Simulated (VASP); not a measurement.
Wanted: the native input for a VASP 6.6.1 run.

```
Task                   : single point
Functional             : PBE
Dispersion             : D3(BJ)
Potentials or basis    : VASP PAW PBE potentials, release 64 (Si)
Cutoff                 : 520 eV
k mesh                 : 9 × 9 × 1
Occupations            : gaussian, width 0.1 eV
Spin                   : no spin polarisation
Dipole correction      : yes
Further INCAR settings : ALGO = Normal; EDIFF = 1e-06; NBANDS = 16
```

The structure of Si lies in POSCAR:

```
Si
1.0
    3.8472023583      0.0000000000      0.0000000000
   -1.9236011791      3.3317749758      0.0000000000
    0.0000000000      0.0000000000     18.4446971457
Si
4
Direct
    0.3333333333      0.6666666667      0.2695814701
    0.6666666667      0.3333333333      0.2439725610
    0.3333333333      0.6666666667      0.4995851693
    0.6666666667      0.3333333333      0.4739762602
```

One way to write it, as run:

INCAR

```
SYSTEM = Si
ALGO = Normal
DIPOL = 0.5 0.5 0.372
EDIFF = 1E-6
ENCUT = 520
GGA = PE
IDIPOL = 3
ISIF = 2
ISMEAR = 0
IVDW = 12
LASPH = .True.
LCHARG = .False.
LDIPOL = .True.
LREAL = .False.
LWAVE = .False.
NBANDS = 16
NELM = 80
PREC = Accurate
SIGMA = 0.1
```

KPOINTS

```
k-points
0
Gamma
  9 9 1
  0 0 0
```

Potentials or basis: VASP PAW PBE potentials, release 64 (Si).

The run is started by

```sh
$ cat potpaw_PBE.64/Si/POTCAR > POTCAR
$ mpirun -np 1 vasp_std > vasp.out
```

Results of the run:

| Property | Result |
| --- | --- |
| Largest force | 0.068 eV/Å |
| Band gap on the k mesh | 0.43 eV, indirect (least direct gap 0.54 eV) |
| Dispersion energy per atom | -0.250 eV |

Wall time 59 s on 1 thread of Intel(R) Xeon(R) Platinum 8488C (Sapphire Rapids), on a shared host, peak memory 0.35 GiB.
